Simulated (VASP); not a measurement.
Here is a VASP 6.6.1 calculation.

File INCAR:

```
PREC = Accurate ; ENCUT = 600
EDIFF = 1E-6 ; ISMEAR = -1
SIGMA = 0.05 ; LREAL = F
LASPH = T ; NELM = 80
ALGO = Normal ; ISIF = 3
LWAVE = F ; LCHARG = F
GGA = CA ; IBRION = 2
NSW = 80 ; EDIFFG = -0.01
PSTRESS = 20.0
```

File KPOINTS:

```
Automatic mesh
0
Gamma
  7 7 7
```

File POSCAR:

```
TePb
1.0
    0.0000000000      3.2310000000      3.2310000000
    3.2310000000      0.0000000000      3.2310000000
    3.2310000000      3.2310000000      0.0000000000
Pb Te
1 1
Direct
    0.0000000000      0.0000000000      0.0000000000
    0.5000000000      0.5000000000      0.5000000000
```

Potentials or basis: VASP PAW LDA potentials, release 64 (Pb_d, Te).

The run is started by

```console
$ cat potpaw_LDA.64/Pb_d/POTCAR potpaw_LDA.64/Te/POTCAR > POTCAR
$ mpirun -np 1 vasp_std > vasp.out
```

What does it give for the relaxed volume?

31.32 Å³/atom.

What does it give for the relaxed cell?

a = 4.458 Å, b = 4.458 Å, c = 4.458 Å, α = 60.00°, β = 60.00°, γ = 60.00°.

Estimate the space group after relaxing (to 0.05 Å).

Fm-3m (No. 225).

Step by step:
| step | energy change (eV) | largest force (eV/Å) | pressure (GPa) | volume (Å³) |
| --- | --- | --- | --- | --- |
| 1 | 0.0000 | 0.0000 | -1.65 | 67.46 |
| 2 | 0.0494 | 0.0000 | 4.46 | 60.24 |
| 3 | 0.0016 | 0.0000 | 1.98 | 62.65 |

Caveat: the cell is relaxed towards a set pressure, so the enthalpy falls and the energy may rise. LDA usually gives volumes a few per cent too small.
